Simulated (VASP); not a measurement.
# HC12 in VASP: further runs, part 2 of 2

VASP 6.6.1. Earlier steps stand in the parts before.

### 3 Single point, PBE+D3(BJ), collinear spin

File INCAR:

```
SYSTEM = HC12
ALGO = Normal
DIPOL = 0.5 0.5 0.300
EDIFF = 1E-6
ENCUT = 520
GGA = PE
IDIPOL = 3
ISIF = 2
ISMEAR = 0
ISPIN = 2
IVDW = 12
LASPH = .True.
LCHARG = .True.
LDIPOL = .True.
LELF = .True.
LORBIT = 11
LREAL = .False.
LVACPOTAV = .True.
LVHAR = .True.
LWAVE = .False.
MAGMOM = 0 0 0 0 0 0 0 0 0 0 0 0 1
NBANDS = 40
NELM = 150
PREC = Accurate
SIGMA = 0.05
```

File KPOINTS:

```
k-points
0
Gamma
  6 7 1
  0 0 0
```

File POSCAR:

```
HC12
1.0
    4.9311586502      0.0000000000      0.0000000000
    0.0000000000      4.0098697767      0.0000000000
    0.0000000000      0.0000000000     21.6014232414
C H
12 1
Direct
    0.2500000000      0.3776970832      0.1851729840
    0.7500000000      0.3776970832      0.1851729840
    0.0000000000      0.4720802753      0.2130426460
    0.5000000000      0.4720802753      0.2130426460
    0.0000000000      0.6609562027      0.2688143161
    0.5000000000      0.6609562027      0.2688143161
    0.2500000000      0.7503681903      0.2962457608
    0.7500000000      0.7503681903      0.2962457608
    0.2500000000      0.9412921293      0.3552728042
    0.7500000000      0.9412921293      0.3552728042
    0.0000000000      0.0234303656      0.3796705036
    0.5000000000      0.0234303656      0.3796705036
    0.0000000000      0.5234303656      0.5092915924
```

Potentials or basis: VASP PAW PBE potentials, release 64 (C, H).

Started as:

```bash
$ cat potpaw_PBE.64/C/POTCAR potpaw_PBE.64/H/POTCAR > POTCAR
$ mpirun -np 1 vasp_std > vasp.out
```

OUTCAR:

```text
SYSTEM = HC12
   EDIFF = 1E-6
   ENCUT = 520
   GGA = PE
   ISIF = 2
   ISMEAR = 0
   ISPIN = 2
   IVDW = 12
   LASPH = .True.
   LORBIT = 11
   LREAL = .False.
   NELM = 150
   PREC = Accurate
 IVDW          = 12

 ion  position               nearest neighbor table
   1  0.250  0.378  0.185-   3 1.42   4 1.42
   2  0.750  0.378  0.185-   3 1.42   4 1.42
   3  0.000  0.472  0.213-   5 1.42   2 1.42   1 1.42
   4  0.500  0.472  0.213-   6 1.42   2 1.42   1 1.42
   5  0.000  0.661  0.269-   7 1.41   8 1.41   3 1.42
   6  0.500  0.661  0.269-   7 1.41   8 1.41   4 1.42
   7  0.250  0.750  0.296-   5 1.41   6 1.41   9 1.49
   8  0.750  0.750  0.296-   5 1.41   6 1.41  10 1.49
   9  0.250  0.941  0.355-  11 1.38  12 1.38   7 1.49
  10  0.750  0.941  0.355-  11 1.38  12 1.38   8 1.49
  11  0.000  0.023  0.380-   9 1.38  10 1.38
  12  0.500  0.023  0.380-   9 1.38  10 1.38
  13  0.000  0.523  0.509-

  LATTYP: Found a simple orthorhombic cell.
 ALAT       =     4.0098697767
 B/A-ratio  =     1.2297553100
 C/A-ratio  =     5.3870635318

  Lattice vectors:

 A1 = (   0.0000000000,  -4.0098697767,   0.0000000000)
 A2 = (   4.9311586502,   0.0000000000,   0.0000000000)
 A3 = (   0.0000000000,   0.0000000000,  21.6014232414)

Analysis of symmetry for initial positions (statically):
=====================================================================
 Subroutine PRICEL returns:
 Original cell was already a primitive cell.

 Routine SETGRP: Setting up the symmetry group for a
 simple orthorhombic supercell.

 Subroutine GETGRP returns: Found  2 space group operations
[... 1457 lines left out ...]

------------------------ aborting loop because EDIFF is reached ----------------------------------------

 Edisp (eV)   -1.31997

 E8    (eV) :    -0.3909

  FORCE on cell =-STRESS in cart. coord.  units (eV):
  Direction    XX          YY          ZZ          XY          YZ          ZX
  --------------------------------------------------------------------------------------
  -------------------------------------------------------------------------------------
  Total      -0.17444     0.20586     1.24275     0.00000     0.74255     0.00000
  in kB      -0.65431     0.77218     4.66157     0.00000     2.78531     0.00000
  external pressure =        1.59 kB  Pullay stress =        0.00 kB

 VOLUME and BASIS-vectors are now :
 -----------------------------------------------------------------------------
  energy-cutoff  :      520.00
  volume of cell :      427.13
      direct lattice vectors                 reciprocal lattice vectors
     4.931158650  0.000000000  0.000000000     0.202792096  0.000000000  0.000000000
     0.000000000  4.009869777  0.000000000     0.000000000  0.249384657  0.000000000
     0.000000000  0.000000000 21.601423241     0.000000000  0.000000000  0.046293246

 POSITION                                       TOTAL-FORCE (eV/Angst)
 -----------------------------------------------------------------------------------
      1.23279      1.51452      4.00000         0.178329      0.918766      1.566953
      3.69837      1.51452      4.00000        -0.178329      0.918766      1.566953
      0.00000      1.89298      4.60202         0.000000     -1.863280     -3.219507
      2.46558      1.89298      4.60202         0.000000     -1.453772     -2.577855
      0.00000      2.65035      5.80677         0.000000      0.727604      1.318704
      2.46558      2.65035      5.80677         0.000000      0.624544      1.186126
      1.23279      3.00888      6.39933        -0.048740      0.100589      0.141483
      3.69837      3.00888      6.39933         0.048740      0.100589      0.141483
      1.23279      3.77446      7.67440         0.408731     -0.187736     -0.374041
      3.69837      3.77446      7.67440        -0.408731     -0.187736     -0.374041
      0.00000      0.09395      8.20142         0.000000     -0.134436     -0.072091
      2.46558      0.09395      8.20142         0.000000      0.459306      0.786737
      0.00000      2.09889     11.00142         0.000000     -0.023201     -0.090904
 -----------------------------------------------------------------------------------
    total drift:                                0.000000     -0.000052     -0.000290

  FREE ENERGIE OF THE ION-ELECTRON SYSTEM (eV)
  ---------------------------------------------------
  free  energy   TOTEN  =      -100.4080860626 eV

  energy  without entropy=     -100.3921820464  energy(sigma->0) =     -100.40013405

 vacuum level on the upper side and lower side of the slab         2.172         3.102

 total charge

# of ion       s       p       d       tot
------------------------------------------
    1        0.916   1.519   0.000   2.435
    2        0.916   1.519   0.000   2.435
    3        0.869   1.764   0.000   2.633
    4        0.868   1.769   0.000   2.636
    5        0.877   1.769   0.000   2.646
    6        0.871   1.780   0.000   2.652
    7        0.870   1.741   0.000   2.611
    8        0.870   1.741   0.000   2.611
    9        0.871   1.781   0.000   2.651
   10        0.871   1.781   0.000   2.651
   11        0.898   1.598   0.000   2.496
   12        0.904   1.613   0.000   2.517
   13        0.376   0.000   0.000   0.376
--------------------------------------------------
tot         10.977  20.373   0.000  31.351

 magnetization (x)

# of ion       s       p       d       tot
------------------------------------------
    1       -0.002   0.003   0.000   0.001
    2       -0.002   0.003   0.000   0.001
    3       -0.002  -0.004   0.000  -0.006
    4        0.001   0.000   0.000   0.001
    5        0.000   0.007   0.000   0.007
    6        0.000   0.006   0.000   0.006
    7       -0.006  -0.025   0.000  -0.031
    8       -0.006  -0.025   0.000  -0.031
    9       -0.002   0.007   0.000   0.006
   10       -0.002   0.007   0.000   0.006
   11       -0.066  -0.394   0.000  -0.461
   12       -0.007  -0.014   0.000  -0.021
   13        0.375  -0.000   0.000   0.375
--------------------------------------------------
tot          0.284  -0.430   0.000  -0.147
```

OSZICAR:

```text
N       E                     dE             d eps       ncg     rms          rms(c)
DAV:   1     0.372905629529E+03    0.37291E+03   -0.18605E+04  2576   0.944E+02
DAV:   2    -0.464110077645E+02   -0.41932E+03   -0.39589E+03  3792   0.229E+02
DAV:   3    -0.104225580194E+03   -0.57815E+02   -0.56143E+02  3248   0.876E+01
[... 43 lines left out ...]
DAV:  47    -0.990881053330E+02   -0.38973E-05   -0.43756E-06  2440   0.433E-03    0.111E-03
DAV:  48    -0.990881098819E+02   -0.45490E-05   -0.17167E-07  2112   0.148E-03    0.786E-04
DAV:  49    -0.990881131156E+02   -0.32336E-05   -0.68741E-07  2160   0.188E-03    0.450E-04
DAV:  50    -0.990881142497E+02   -0.11341E-05   -0.40919E-07  2264   0.125E-03    0.324E-04
DAV:  51    -0.990881150675E+02   -0.81790E-06   -0.34493E-08  2040   0.501E-04
   1 F= -.10040809E+03 E0= -.10040013E+03  d E =-.159040E-01  mag=     0.0867
```

stdout:

```text
POSCAR found type information on POSCAR C H
 POSCAR found :  2 types and      13 ions
 scaLAPACK will be used
 LDA part: xc-table for (Slater+PW92), standard interpolation
 POSCAR, INCAR and KPOINTS ok, starting setup
 FFT: planning ... GRIDC
 FFT: planning ... GRID_SOFT
 FFT: planning ... GRID
 WAVECAR not read
 entering main loop
 -----------------------------------------------------------------------------
|                                                                             |
|           W    W    AA    RRRRR   N    N  II  N    N   GGGG   !!!           |
|           W    W   A  A   R    R  NN   N  II  NN   N  G    G  !!!           |
|           W    W  A    A  R    R  N N  N  II  N N  N  G       !!!           |
|           W WW W  AAAAAA  RRRRR   N  N N  II  N  N N  G  GGG   !            |
|           WW  WW  A    A  R   R   N   NN  II  N   NN  G    G                |
|           W    W  A    A  R    R  N    N  II  N    N   GGGG   !!!           |
|                                                                             |
|     Did not find any points to average over, which means that no vacuum     |
|     field-free region was found. Please increase the size of  your cell     |
|     in the dimension of the dipole correction to obtain accurate            |
|     workfunction values.                                                    |
|                                                                             |
 -----------------------------------------------------------------------------
```

Run time: 31 min. Hardware: 1 thread of Oxide Virtual Turin-like, shared host; peak memory 0.81 GiB.

Results:

- Free energy: -100.4081 eV
- Largest force: 3.720 eV/Å
- Net moment: 0.09 μB per cell
- Site moments: C +0.00, -0.01, +0.01, -0.03, -0.46, -0.02 (each value once); H +0.38 μB
- Valence electrons inside the program's atomic spheres: C 2.44, 2.63, 2.64, 2.65, 2.61, 2.50, 2.52 (each value once); H 0.38
- Dispersion energy per atom: -0.102 eV

Forces on the atoms (eV/Å):
```
C    0.178  0.919  1.567
C   -0.178  0.919  1.567
C    0.000 -1.863 -3.220
C    0.000 -1.454 -2.578
C    0.000  0.728  1.319
C    0.000  0.625  1.186
C   -0.049  0.101  0.141
C    0.049  0.101  0.141
C    0.409 -0.188 -0.374
C   -0.409 -0.188 -0.374
C    0.000 -0.134 -0.072
C    0.000  0.459  0.787
H    0.000 -0.023 -0.091
```
